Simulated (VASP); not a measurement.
# Sn in VASP: a series of runs, part 2 of 2

VASP 6.6.1.

**3. Single point, LDA (equal xy, yz and zx shear strains of -2 %)**

INCAR reads:

```
PREC = Accurate
ENCUT = 520
EDIFF = 1E-6
ISMEAR = -1
SIGMA = 0.03
LREAL = F
LASPH = T
NELM = 80
ALGO = Normal
ISIF = 2
LWAVE = F
LCHARG = T
GGA = CA
LELF = T
LVHAR = T
NBANDS = 21
```

KPOINTS reads:

```
Automatic mesh
0
Gamma
  9 9 9
```

POSCAR reads:

```
Sn
1.0
   -0.0649120000      3.2131440000      3.2131440000
    3.2131440000     -0.0649120000      3.2131440000
    3.2131440000      3.2131440000     -0.0649120000
Sn
2
Direct
    0.5000000000      0.5000000000      0.5000000000
    0.7500000000      0.7500000000      0.7500000000
```

Potentials or basis: VASP PAW LDA potentials, release 64 (Sn_d).

On the command line:

```console
cat potpaw_LDA.64/Sn_d/POTCAR > POTCAR
mpirun -np 1 vasp_std > vasp.out
```

OUTCAR:

```text
PREC = Accurate
   ENCUT = 520
   EDIFF = 1E-6
   ISMEAR = -1
   LREAL = F
   LASPH = T
   NELM = 80
   ISIF = 2
   GGA = CA

 ion  position               nearest neighbor table
   1  0.500  0.500  0.500-   2 2.75   2 2.83   2 2.83   2 2.83
   2  0.750  0.750  0.750-   1 2.75   1 2.83   1 2.83   1 2.83

  LATTYP: Found a trigonal (rhomboedric) cell.
 ALAT       =     4.5445354325
 COS(alpha) =     0.4797000918

  Lattice vectors:

 A1 = (  -0.0649120000,   3.2131440000,   3.2131440000)
 A2 = (   3.2131440000,  -0.0649120000,   3.2131440000)
 A3 = (   3.2131440000,   3.2131440000,  -0.0649120000)

Analysis of symmetry for initial positions (statically):
=====================================================================
 Subroutine PRICEL returns:
 Original cell was already a primitive cell.

 Routine SETGRP: Setting up the symmetry group for a
 trigonal (rhombohedral) supercell.

 Subroutine GETGRP returns: Found 12 space group operations
 (whereof  6 operations were pure point group operations)
 out of a pool of 12 trial point group operations.

The static configuration has the point symmetry C_3v.
 The point group associated with its full space group is D_3d.

Analysis of symmetry for dynamics (positions and initial velocities):
=====================================================================
 Subroutine PRICEL returns:
 Original cell was already a primitive cell.

 Routine SETGRP: Setting up the symmetry group for a
 trigonal (rhombohedral) supercell.

 Subroutine GETGRP returns: Found 12 space group operations
 (whereof  6 operations were pure point group operations)
 out of a pool of 12 trial point group operations.

The dynamic configuration has the point symmetry C_3v.
 The point group associated with its full space group is D_3d.

 Subroutine INISYM returns: Found 12 space group operations
[... 104 lines left out ...]
   ISYM   =      2    0-nonsym 1-usesym 2-fastsym
   POTIM  = 0.5000    time-step for ionic-motion
   TEBEG  =    0.0;   TEEND  =   0.0 temperature during run
   PSTRESS=    0.0 pullay stress
   NELECT =      28.0000    total number of electrons
   NUPDOWN=      -1.0000    fix difference up-down
   EMIN   =  10.00;   EMAX   =-10.00  energy-range for DOS
   EFERMI =   0.00;   METHOD = LEGACY
   ISMEAR =    -1;   SIGMA  =   0.03  broadening in eV -4-tet -1-fermi 0-gaus
   EFERMI_NEDOS =   21; number of points for ismear=-14 and -15
   IALGO  =     38    algorithm
   IMIX   =      4    mixing-type and parameters
     AMIX     =   0.40;   BMIX     =  1.00
     AMIX_MAG =   1.60;   BMIX_MAG =  1.00
  volume/ion in A,a.u.               =      34.18       230.65
  Fermi-wavevector in a.u.,A,eV,Ry     =   1.215811  2.297551 20.112099  1.478198
  Thomas-Fermi vector in A             =   2.351186
   LORBIT       =      0    0 simple, 1 ext, 2 COOP (PROOUT), +10 PAW based schemes
   GGA     = CA    functional components
   LHFCALC =     F    Hartree Fock is set to
   AEXX    =    0.0000 exact exchange contribution
   IVDW    =     0    specifies the selected vdW correction
   LEPSILON=     F    determine dielectric tensor
   LRPA    =     F    only Hartree local field effects (RPA)
 non-spin polarized calculation
  energy-cutoff  :      520.00
  volume of cell :       68.36
 maximum number of plane-waves:      1861
 NGX is ok and might be reduce to    36
   NGX = 17   NGY = 17   NGZ = 17

 number of electron      27.9999996 magnetization

 Free energy of the ion-electron system (eV)
  ---------------------------------------------------
  ext. energy  EPLUGINS =         0.00000000
  ---------------------------------------------------
  free energy    TOTEN  =        -8.92438698 eV

  energy without entropy =       -8.92349696  energy(sigma->0) =       -8.92394197

 E-fermi :   5.2839     XC(G=0):  -9.1917

 val. band max:        5.2810342953   @ k =   0.3333   0.3333   0.3333
 cond. band min:       5.3348304926   @ k =   0.4444  -0.0000  -0.0000
 fundamental gap:      0.0537961973
 Fermi energy:         5.2839300507

 k-point     1 :       0.0000    0.0000    0.0000
  band No.  band energies     occupation
      1     -16.2905      2.00000
      2     -16.2341      2.00000
      3     -16.2341      2.00000
      4     -16.1916      2.00000
      5     -16.1916      2.00000
      6     -15.8933      2.00000
[... 565 lines left out ...]
     20      15.1196      0.00000
     21      15.6019      0.00000

 [... further k-points ...]
[... 5 lines left out ...]
  --------------------------------------------------------------------------------------
  -------------------------------------------------------------------------------------
  Total       -0.1187393     -0.1187393     -0.1187393      0.4426949      0.4426949      0.4426949
  in kB       -2.7830506     -2.7830506     -2.7830506     10.3760319     10.3760319     10.3760319
  external PRESSURE =      -2.7830506 kB  Pullay stress =       0.0000000 kB

 VOLUME and BASIS-vectors are now :
 -----------------------------------------------------------------------------
  energy-cutoff  :      520.00
  volume of cell :       68.36
      direct lattice vectors                 reciprocal lattice vectors
    -0.064912000  3.213144000  3.213144000    -0.150973003  0.154085849  0.154085849
     3.213144000 -0.064912000  3.213144000     0.154085849 -0.150973003  0.154085849
     3.213144000  3.213144000 -0.064912000     0.154085849  0.154085849 -0.150973003

 POSITION                                       TOTAL-FORCE (eV/Angst)
 -----------------------------------------------------------------------------------
      3.18069      3.18069      3.18069        -0.192871     -0.192871     -0.192871
      4.77103      4.77103      4.77103         0.192871      0.192871      0.192871
 -----------------------------------------------------------------------------------
    total drift:                                0.000000      0.000000      0.000000

  FREE ENERGIE OF THE ION-ELECTRON SYSTEM (eV)
  ---------------------------------------------------
  free  energy   TOTEN  =        -8.9243869830 eV

  energy  without entropy=       -8.9234969625  energy(sigma->0) =       -8.92394197
```

OSZICAR:

```text
N       E                     dE             d eps       ncg     rms          rms(c)
DAV:   1     0.228647536523E+03    0.22865E+03   -0.14854E+04  3605   0.194E+03
DAV:   2     0.161370716985E+02   -0.21251E+03   -0.20809E+03  3590   0.443E+02
DAV:   3    -0.822297986841E+01   -0.24360E+02   -0.24223E+02  4190   0.141E+02
DAV:   4    -0.902414515256E+01   -0.80117E+00   -0.80089E+00  3995   0.289E+01
DAV:   5    -0.905198404228E+01   -0.27839E-01   -0.27838E-01  5294   0.522E+00    0.330E+00
DAV:   6    -0.896602157069E+01    0.85962E-01   -0.38543E-02  4506   0.216E+00    0.186E+00
DAV:   7    -0.892373465826E+01    0.42287E-01   -0.61114E-02  3851   0.216E+00    0.147E-01
DAV:   8    -0.892429621499E+01   -0.56156E-03   -0.57118E-03  4090   0.817E-01    0.554E-02
DAV:   9    -0.892438418723E+01   -0.87972E-04   -0.19510E-04  4675   0.101E-01    0.174E-02
DAV:  10    -0.892438655788E+01   -0.23707E-05   -0.14994E-05  4302   0.387E-02    0.351E-03
DAV:  11    -0.892438698298E+01   -0.42509E-06   -0.14785E-06  3300   0.812E-03
   1 F= -.89243870E+01 E0= -.89239420E+01  d E =-.890020E-03
```

stdout:

```text
POSCAR found type information on POSCAR Sn
 POSCAR found :  1 types and       2 ions
 scaLAPACK will be used
 LDA part: xc-table for (Slater(with rela. corr.)+CA(PZ))
 , standard interpolation
 POSCAR, INCAR and KPOINTS ok, starting setup
 FFT: planning ... GRIDC
 FFT: planning ... GRID_SOFT
 FFT: planning ... GRID
 WAVECAR not read
 entering main loop
```

Wall time 62 s (1 thread of Intel Xeon Platinum 8488C (Sapphire Rapids), shared host); peak memory 0.23 GiB.

What came out:

| Property | Result |
| --- | --- |
| Free energy | -8.9244 eV |
| Pressure | -0.3 GPa |
| Largest force | 0.334 eV/Å |
| Band gap on the k mesh | zero (band 14 reaches 5.44 eV, above the bottom of band 15 at 5.11 eV) |

Forces in eV/Å, atoms in the order of the input:
```
Sn  -0.193 -0.193 -0.193
Sn   0.193  0.193  0.193
```

Stress tensor (GPa, compression positive):
```
-0.28  1.04  1.04
 1.04 -0.28  1.04
 1.04  1.04 -0.28
```

Levels at points of the mesh, in eV from the Fermi level:
```csv
k point,band 10,band 11,band 12,band 13,band 14,band 15,band 16,band 17,band 18,band 19
"(0.00, 0.00, 0.00)",-21.13,-10.57,-0.74,0.16,0.16,0.18,2.10,2.10,2.50,4.95
```

Caveat: the cell differs from its parent crystal (equal xy, yz and zx shear strains of -2 %); spin-orbit coupling is left out, which moves the levels of the heavy elements.

**4. Single point, LDA (equal xy, yz and zx shear strains of +1 %)**

INCAR reads:

```
SYSTEM = Sn
PREC     = Accurate       ! precision mode
ENCUT    = 520            ! plane-wave cutoff, eV
EDIFF    = 1E-6           ! SCF threshold, eV
ISMEAR   = -1             ! smearing method
SIGMA    = 0.03           ! smearing width, eV
LREAL    = .FALSE.        ! projectors in reciprocal space
LASPH    = .TRUE.         ! aspherical terms in the spheres
NELM     = 80             ! most SCF steps
ALGO     = Normal         ! electronic algorithm
ISIF     = 2              ! what is computed and relaxed
LWAVE    = .FALSE.        ! write WAVECAR
LCHARG   = .FALSE.        ! write CHGCAR
GGA      = CA             ! functional
NBANDS   = 21             ! bands
```

KPOINTS reads:

```
Automatic mesh
0
G
  9 9 9
  0 0 0
```

POSCAR reads:

```
Sn
1.0
    0.0324560000      3.2618280000      3.2618280000
    3.2618280000      0.0324560000      3.2618280000
    3.2618280000      3.2618280000      0.0324560000
Sn
2
Direct
    0.5000000000      0.5000000000      0.5000000000
    0.7500000000      0.7500000000      0.7500000000
```

On the command line:

```console
cat potpaw_LDA.64/Sn_d/POTCAR > POTCAR
mpirun -np 1 vasp_std > vasp.out
```

Run time: 60 s. Hardware: 1 thread of Intel Xeon Platinum 8488C (Sapphire Rapids), shared host; peak memory 0.23 GiB.

It converged, with:

| Property | Result |
| --- | --- |
| Free energy | -8.9344 eV |
| Pressure | -0.3 GPa |
| Largest force | 0.146 eV/Å |
| Band gap on the k mesh | zero (band 14 reaches 5.45 eV, above the bottom of band 15 at 5.25 eV) |

Forces on the atoms (eV/Å):
```
Sn   0.084  0.084  0.084
Sn  -0.084 -0.084 -0.084
```

Stress tensor (GPa, compression positive):
```
-0.33 -0.47 -0.47
-0.47 -0.33 -0.47
-0.47 -0.47 -0.33
```

Levels at points of the mesh, in eV from the Fermi level:
```
           k point  band 11  band 12  band 13  band 14  band 15  band 16  band 17  band 18
(0.00, 0.00, 0.00)   -10.56    -0.72     0.16     0.18     0.18     2.12     2.29     2.29
```

Caveat: the cell differs from its parent crystal (equal xy, yz and zx shear strains of +1 %); spin-orbit coupling is left out, which moves the levels of the heavy elements.

**5. Single point, LDA (volume scaled by 0.9405)**

INCAR reads:

```
PREC = Accurate
ENCUT = 520
EDIFF = 1E-6
ISMEAR = -1
SIGMA = 0.03
LREAL = False
LASPH = True
NELM = 100
ALGO = Normal
ISIF = 2
LWAVE = False
LCHARG = False
NBANDS = 21
```

KPOINTS reads:

```
Automatic mesh
0
Gamma
  9 9 9
```

POSCAR reads:

```
Sn
1.0
    0.0000000000      3.1799082881      3.1799082881
    3.1799082881      0.0000000000      3.1799082881
    3.1799082881      3.1799082881      0.0000000000
Sn
2
Direct
    0.5000000000      0.5000000000      0.5000000000
    0.7500000000      0.7500000000      0.7500000000
```

On the command line:

```console
cat potpaw_LDA.64/Sn_d/POTCAR > POTCAR
mpirun -np 1 vasp_std > vasp.out
```

It took 27 s on 1 thread of Intel Xeon Platinum 8375C at 2.90GHz (Ice Lake), shared host; peak memory 0.18 GiB.

It converged, with:

```
Free energy            : -8.9083 eV
Pressure               : 2.7 GPa
Band gap on the k mesh : zero (band 14 reaches 6.12 eV, above the bottom of band 15 at 6.08 eV)
```

Levels at points of the mesh, in eV from the Fermi level:
| k point | band 10 | band 11 | band 12 | band 13 | band 14 | band 15 | band 16 | band 17 | band 18 | band 19 |
| --- | --- | --- | --- | --- | --- | --- | --- | --- | --- | --- |
| (0.00, 0.00, 0.00) | -21.30 | -11.08 | -0.38 | 0.08 | 0.08 | 0.08 | 2.14 | 2.14 | 2.14 | 4.89 |

Caveat: spin-orbit coupling is left out, which moves the levels of the heavy elements.

**6. The runs side by side**

| cell | gap on the mesh (eV) | pressure (GPa) | largest force (eV/Å) |
| --- | --- | --- | --- |
| a = 4.636 Å, angles 58.7°, 2 atoms | none | -0.3 | 0.27 |
| a = 4.545 Å, angles 61.3°, 2 atoms | none | -0.3 | 0.33 |
| a = 4.613 Å, angles 59.3°, 2 atoms | none | -0.3 | 0.15 |
| a = 4.497 Å, angles 60.0°, 2 atoms | none | 2.7 | - |

Alike in all rows: task single point; level LDA; potentials or basis VASP PAW LDA potentials, release 64 (Sn_d); no spin polarisation; k mesh 9 × 9 × 9; cutoff (eV) 520; smearing fermi-dirac 0.03 eV.

Caveats: spin-orbit coupling is left out, which moves the levels of the heavy elements.

Absolute energies hang on the potentials; compare differences alone.
